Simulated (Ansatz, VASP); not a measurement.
**InSb: VASP beside Ansatz**

Contents of INCAR:

```
PREC = Accurate ; ENCUT = 520
EDIFF = 1E-6 ; ISMEAR = 0
SIGMA = 0.1 ; LREAL = F
LASPH = T ; NELM = 80
ALGO = Normal ; ISIF = 2
LWAVE = F ; LCHARG = F
GGA = PE ; NBANDS = 16
```

The input KPOINTS:

```
regular mesh
0
Gamma
  14 14 14
```

File POSCAR:

```
InSb
1.0
    0.0000000000      3.2838957019      3.2838957019
    3.2838957019      0.0000000000      3.2838957019
    3.2838957019      3.2838957019      0.0000000000
In Sb
1 1
Direct
    0.0000000000      0.0000000000      0.0000000000
    0.2500000000      0.2500000000      0.2500000000
```

Input for Ansatz:

```yaml
crystal:
  lattice:
    - [0.0, 3.2838957019, 3.2838957019]
    - [3.2838957019, 0.0, 3.2838957019]
    - [3.2838957019, 3.2838957019, 0.0]
  atoms:
    - { symbol: In, position: [0.0, 0.0, 0.0] }
    - { symbol: Sb, position: [0.25, 0.25, 0.25] }
basis:
  ecutwfc: 420
kpoints:
  mp_grid: { grid: [14, 14, 14] }
hamiltonian:
  xc: pbe
scf:
  occupations: { method: gaussian, width: 0.1 }
output:
  forces: true
  stress: true
  eigenvalues: true
```

Alike in both runs: task single point; functional PBE; k mesh 14 × 14 × 14; occupations gaussian, width 0.1 eV; no spin polarisation.

|  | VASP | Ansatz |
| --- | --- | --- |
| version | VASP 6.6.1 | Ansatz 0.2.0 |
| potentials or method | VASP PAW PBE potentials, release 64 (In_d, Sb), cutoff 520 eV | scalar-relativistic, plane waves, PAW |
| valence electrons in the cell | 18 | 28 |

|  | VASP | Ansatz | Ansatz less VASP |
| --- | --- | --- | --- |
| gap on the k mesh at the Fermi level (eV) | none | none | - |
| pressure (GPa) | 1.2 | 1.2 | +0.03 |

A gap of «none» marks a metal or a gap that the smearing closes. VASP's potentials hold 18 valence electrons a cell and Ansatz's 28, so a difference there can come from the potentials and not from the codes.

Neither program's run includes spin-orbit coupling.
